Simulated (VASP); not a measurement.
# CdTe (F-43m) in VASP: single point with PBEsol

Aim: the single point of CdTe with PBEsol.

Program: VASP 6.6.1. These are calculated values, not measurements. Logs are shortened: lines on timing, memory, paths and dates and some standing lists are left out, and cuts for length are marked.

### 1 The cell of the first run

Symmetry: F-43m, No. 216, cubic system. The conventional cell has a = 6.490 Å, b = 6.490 Å, c = 6.490 Å, α = 90.00°, β = 90.00°, γ = 90.00°. Within 3.7 Å of Cd (site symmetry -43m) lie 4 Te at 2.81 Å. Within 3.7 Å of Te (site symmetry -43m) lie 4 Cd at 2.81 Å.

### 2 Single point, PBEsol

INCAR

```
SYSTEM = CdTe
PREC     = Accurate       ! precision mode
ENCUT    = 500            ! plane-wave cutoff, eV
EDIFF    = 1E-6           ! SCF threshold, eV
ISMEAR   = 0              ! smearing method
SIGMA    = 0.02           ! smearing width, eV
LREAL    = .FALSE.        ! projectors in reciprocal space
LASPH    = .TRUE.         ! aspherical terms in the spheres
NELM     = 120            ! most SCF steps
ALGO     = Normal         ! electronic algorithm
ISIF     = 2              ! what is computed and relaxed
LWAVE    = .FALSE.        ! write WAVECAR
LCHARG   = .FALSE.        ! write CHGCAR
GGA      = PS             ! functional
NBANDS   = 16             ! bands
GGA_COMPAT= .FALSE.
```

KPOINTS

```
regular mesh
0
G
  6 6 6
  0 0 0
```

POSCAR

```
CdTe
1.0
    0.0000000000      3.2447715786      3.2447715786
    3.2447715786      0.0000000000      3.2447715786
    3.2447715786      3.2447715786      0.0000000000
Cd Te
1 1
Direct
    0.0000000000      0.0000000000      0.0000000000
    0.7500000000      0.7500000000      0.7500000000
```

Potentials or basis: VASP PAW PBE potentials, release 64 (Cd, Te).

On the command line:

```console
> cat potpaw_PBE.64/Cd/POTCAR potpaw_PBE.64/Te/POTCAR > POTCAR
> mpirun -np 1 vasp_std > vasp.out
```

OUTCAR:

```text
SYSTEM = CdTe
   PREC = Accurate
   ENCUT = 500
   EDIFF = 1E-6
   ISMEAR = 0
   LREAL = .FALSE.
   LASPH = .TRUE.
   NELM = 120
   ISIF = 2
   GGA = PS

 ion  position               nearest neighbor table
   1  0.000  0.000  0.000-   2 2.81   2 2.81   2 2.81   2 2.81
   2  0.750  0.750  0.750-   1 2.81   1 2.81   1 2.81   1 2.81

  LATTYP: Found a face centered cubic cell.
 ALAT       =     6.4895431572

  Lattice vectors:

 A1 = (   0.0000000000,   3.2447715786,   3.2447715786)
 A2 = (   3.2447715786,   0.0000000000,   3.2447715786)
 A3 = (   3.2447715786,   3.2447715786,   0.0000000000)

Analysis of symmetry for initial positions (statically):
=====================================================================
 Subroutine PRICEL returns:
 Original cell was already a primitive cell.

 Routine SETGRP: Setting up the symmetry group for a
 face centered cubic supercell.

 Subroutine GETGRP returns: Found 24 space group operations
 (whereof 24 operations were pure point group operations)
 out of a pool of 48 trial point group operations.

The static configuration has the point symmetry T_d .

Analysis of symmetry for dynamics (positions and initial velocities):
=====================================================================
 Subroutine PRICEL returns:
 Original cell was already a primitive cell.

 Routine SETGRP: Setting up the symmetry group for a
 face centered cubic supercell.

 Subroutine GETGRP returns: Found 24 space group operations
 (whereof 24 operations were pure point group operations)
 out of a pool of 48 trial point group operations.

The dynamic configuration has the point symmetry T_d .

 Subroutine INISYM returns: Found 24 space group operations
 (whereof 24 operations are pure point group operations),
 and found     1 'primitive' translations

----------------------------------------------------------------------------------------

                                     Primitive cell

  volume of cell :      68.3254

  direct lattice vectors                    reciprocal lattice vectors
     0.000000000  3.244771579  3.244771579    -0.154094052  0.154094052  0.154094052
     3.244771579  0.000000000  3.244771579     0.154094052 -0.154094052  0.154094052
     3.244771579  3.244771579  0.000000000     0.154094052  0.154094052 -0.154094052

  length of vectors
     4.588799973  4.588799973  4.588799973     0.266898727  0.266898727  0.266898727

  position of ions in fractional coordinates (direct lattice)
     0.000000000  0.000000000  0.000000000
     0.750000000  0.750000000  0.750000000

  ion indices of the primitive-cell ions
   primitive index   ion index
                 1           1
                 2           2

----------------------------------------------------------------------------------------

 KPOINTS: regular mesh

Automatic generation of k-mesh.
 Grid dimensions read from file:
 generate k-points for:    6    6    6

 Generating k-lattice:

  Cartesian coordinates                     Fractional coordinates (reciprocal lattice)
    -0.025682342  0.025682342  0.025682342     0.166666667  0.000000000  0.000000000
     0.025682342 -0.025682342  0.025682342     0.000000000  0.166666667  0.000000000
     0.025682342  0.025682342 -0.025682342     0.000000000  0.000000000  0.166666667

  Length of vectors
     0.044483121  0.044483121  0.044483121

  Shift w.r.t. Gamma in fractional coordinates (k-lattice)
     0.000000000  0.000000000  0.000000000

 Subroutine IBZKPT returns following result:
 ===========================================

 Found     16 irreducible k-points:

 Following reciprocal coordinates:
            Coordinates               Weight
  0.000000  0.000000  0.000000      1.000000
  0.166667  0.000000  0.000000      8.000000
  0.333333  0.000000  0.000000      8.000000
  0.500000  0.000000  0.000000      4.000000
  0.166667  0.166667  0.000000      6.000000
  0.333333  0.166667  0.000000     24.000000
[... 8 lines left out ...]
 -0.333333  0.333333  0.166667     24.000000
 -0.333333  0.500000  0.166667     12.000000
   k-points           NKPTS =     16   k-points in BZ     NKDIM =     16   number of bands    NBANDS=     16
   number of dos      NEDOS =    301   number of ions     NIONS =      2
   total plane-waves  NPLWV =  46656
   dimension x,y,z NGX =    36 NGY =   36 NGZ =   36
   dimension x,y,z NGXF=    72 NGYF=   72 NGZF=   72
   ions per type =               1   1
   NGX,Y,Z   is equivalent  to a cutoff of  13.04, 13.04, 13.04 a.u.
   NGXF,Y,Z  is equivalent  to a cutoff of  26.08, 26.08, 26.08 a.u.
 SYSTEM =  CdTe
   PREC   = accura    normal or accurate (medium, high low for compatibility)
   ISTART =      0    job   : 0-new  1-cont  2-samecut
   ICHARG =      2    charge: 1-file 2-atom 10-const
   ISPIN  =      1    spin polarized calculation?
   LNONCOLLINEAR =      F non collinear calculations
   LSORBIT =      F    spin-orbit coupling
   LASPH  =      T    aspherical Exc in radial PAW
   ENCUT  =  500.0 eV  36.75 Ry    6.06 a.u.   8.37  8.37  8.37*2*pi/ulx,y,z
   NELM   =    120;   NELMIN=  2; NELMDL= -5     # of ELM steps
   EDIFF  = 0.1E-05   stopping-criterion for ELM
   LREAL  =      F    real-space projection
   EDIFFG = 0.1E-04   stopping-criterion for IOM
   NSW    =      0    number of steps for IOM
   IBRION =     -1    ionic relax: 0-MD 1-quasi-New 2-CG
   NFREE  =      0    steps in history (QN), initial steepest desc. (CG)
   ISIF   =      2    stress and relaxation
   ISYM   =      2    0-nonsym 1-usesym 2-fastsym
   POTIM  = 0.5000    time-step for ionic-motion
   TEBEG  =    0.0;   TEEND  =   0.0 temperature during run
   PSTRESS=    0.0 pullay stress
   NELECT =      18.0000    total number of electrons
   NUPDOWN=      -1.0000    fix difference up-down
   EMIN   =  10.00;   EMAX   =-10.00  energy-range for DOS
   EFERMI =   0.00;   METHOD = LEGACY
   ISMEAR =     0;   SIGMA  =   0.02  broadening in eV -4-tet -1-fermi 0-gaus
   EFERMI_NEDOS =   21; number of points for ismear=-14 and -15
   IALGO  =     38    algorithm
   IMIX   =      4    mixing-type and parameters
     AMIX     =   0.40;   BMIX     =  1.00
     AMIX_MAG =   1.60;   BMIX_MAG =  1.00
  volume/ion in A,a.u.               =      34.16       230.54
  Fermi-wavevector in a.u.,A,eV,Ry     =   1.049474  1.983218 14.985388  1.101395
  Thomas-Fermi vector in A             =   2.184438
   LORBIT       =      0    0 simple, 1 ext, 2 COOP (PROOUT), +10 PAW based schemes
   GGA     = PS    functional components
   LHFCALC =     F    Hartree Fock is set to
   AEXX    =    0.0000 exact exchange contribution
   IVDW    =     0    specifies the selected vdW correction
   LEPSILON=     F    determine dielectric tensor
   LRPA    =     F    only Hartree local field effects (RPA)
 non-spin polarized calculation
 Gauss-broadening in eV      SIGMA  =   0.02
  energy-cutoff  :      500.00
  volume of cell :       68.33
 maximum number of plane-waves:      1759
 NGX is ok and might be reduce to    36
   NGX = 17   NGY = 17   NGZ = 17

 number of electron      17.9999997 magnetization

 Free energy of the ion-electron system (eV)
  ---------------------------------------------------
  ext. energy  EPLUGINS =         0.00000000
  ---------------------------------------------------
  free energy    TOTEN  =        -5.48354400 eV

  energy without entropy =       -5.48354400  energy(sigma->0) =       -5.48354400

 E-fermi :   2.2972     XC(G=0):  -8.7622

 val. band max:        2.1787621348   @ k =   0.0000   0.0000   0.0000
 cond. band min:       2.8274090400   @ k =   0.0000   0.0000   0.0000
 fundamental gap:      0.6486469052
 Fermi energy:         2.2972451876

 k-point     1 :       0.0000    0.0000    0.0000
  band No.  band energies     occupation
      1      -9.0104      2.00000
      2      -6.0671      2.00000
      3      -6.0671      2.00000
      4      -6.0671      2.00000
      5      -5.8053      2.00000
      6      -5.8053      2.00000
[... 8 lines left out ...]
     15      11.5148      0.00000
     16      11.5148      0.00000

 k-point     2 :       0.1667    0.0000    0.0000
  band No.  band energies     occupation
      1      -8.9096      2.00000
      2      -6.0484      2.00000
      3      -6.0484      2.00000
      4      -5.9857      2.00000
      5      -5.8065      2.00000
      6      -5.8065      2.00000
[... 8 lines left out ...]
     15      10.5955      0.00000
     16      10.5955      0.00000

 k-point     3 :       0.3333    0.0000    0.0000
  band No.  band energies     occupation
      1      -8.7073      2.00000
      2      -6.0162      2.00000
      3      -6.0162      2.00000
      4      -5.8026      2.00000
      5      -5.8026      2.00000
      6      -5.7103      2.00000
[... 8 lines left out ...]
     15      11.0021      0.00000
     16      11.0021      0.00000

 k-point     4 :       0.5000    0.0000    0.0000
  band No.  band energies     occupation
      1      -8.6077      2.00000
      2      -6.0037      2.00000
      3      -6.0037      2.00000
      4      -5.7964      2.00000
      5      -5.7964      2.00000
      6      -5.4621      2.00000
[... 8 lines left out ...]
     15      12.4280      0.00000
     16      12.4280      0.00000
[... 172 lines left out ...]
 k-point    14 :       0.5000    0.3333    0.1667
  band No.  band energies     occupation
      1      -8.5791      2.00000
      2      -5.9714      2.00000
      3      -5.9639      2.00000
      4      -5.8474      2.00000
      5      -5.7927      2.00000
      6      -5.4981      2.00000
[... 8 lines left out ...]
     15      12.3733      0.00000
     16      13.5435      0.00000

 k-point    15 :      -0.3333    0.3333    0.1667
  band No.  band energies     occupation
      1      -8.5165      2.00000
      2      -5.9638      2.00000
      3      -5.9491      2.00000
      4      -5.8302      2.00000
      5      -5.8024      2.00000
      6      -5.3114      2.00000
[... 8 lines left out ...]
     15      12.5691      0.00000
     16      13.3382      0.00000

 k-point    16 :      -0.3333    0.5000    0.1667
  band No.  band energies     occupation
      1      -8.4860      2.00000
      2      -5.9358      2.00000
      3      -5.9345      2.00000
      4      -5.8537      2.00000
      5      -5.7925      2.00000
      6      -5.2642      2.00000
[... 8 lines left out ...]
     15      13.2076      0.00000
     16      13.4417      0.00000

------------------------ aborting loop because EDIFF is reached ----------------------------------------

  FORCE on cell =-STRESS in cart. coord.  units (eV):
  Direction    XX          YY          ZZ          XY          YZ          ZX
  --------------------------------------------------------------------------------------
  -------------------------------------------------------------------------------------
  Total        0.0743452      0.0743452      0.0743452      0.0000000      0.0000000      0.0000000
  in kB        1.7433358      1.7433358      1.7433358      0.0000000      0.0000000      0.0000000
  external PRESSURE =       1.7433358 kB  Pullay stress =       0.0000000 kB

 VOLUME and BASIS-vectors are now :
 -----------------------------------------------------------------------------
  energy-cutoff  :      500.00
  volume of cell :       68.33
      direct lattice vectors                 reciprocal lattice vectors
     0.000000000  3.244771579  3.244771579    -0.154094052  0.154094052  0.154094052
     3.244771579  0.000000000  3.244771579     0.154094052 -0.154094052  0.154094052
     3.244771579  3.244771579  0.000000000     0.154094052  0.154094052 -0.154094052

 POSITION                                       TOTAL-FORCE (eV/Angst)
 -----------------------------------------------------------------------------------
      0.00000      0.00000      0.00000        -0.000000      0.000000      0.000000
      4.86716      4.86716      4.86716         0.000000     -0.000000     -0.000000
 -----------------------------------------------------------------------------------
    total drift:                               -0.000000     -0.000000     -0.000000

  FREE ENERGIE OF THE ION-ELECTRON SYSTEM (eV)
  ---------------------------------------------------
  free  energy   TOTEN  =        -5.4835439954 eV

  energy  without entropy=       -5.4835439954  energy(sigma->0) =       -5.48354400
```

Run time: 9.5 s. Hardware: 1 thread of Intel Xeon 6975P-C (Granite Rapids), shared host; peak memory 0.2 GiB.

What came out:

| Property | Result |
| --- | --- |
| Free energy | -5.4835 eV |
| Pressure | 0.2 GPa |
| Band gap on the k mesh | 0.65 eV |

Levels at points of the mesh, in eV from the valence-band top:
```csv
k point,band 7,band 8,band 9,band 10,band 11,band 12
"(0.00, 0.00, 0.00)",0.00,0.00,0.00,0.65,4.55,4.55
"(0.50, 0.00, 0.00)",-4.45,-0.78,-0.78,1.73,5.13,5.13
"(0.50, 0.50, 0.00)",-4.33,-1.87,-1.87,2.50,2.60,8.70
```

Caveat: the PAW data sets were made with another functional, which shifts forces and pressure a little; spin-orbit coupling is left out, which moves the levels of the heavy elements.
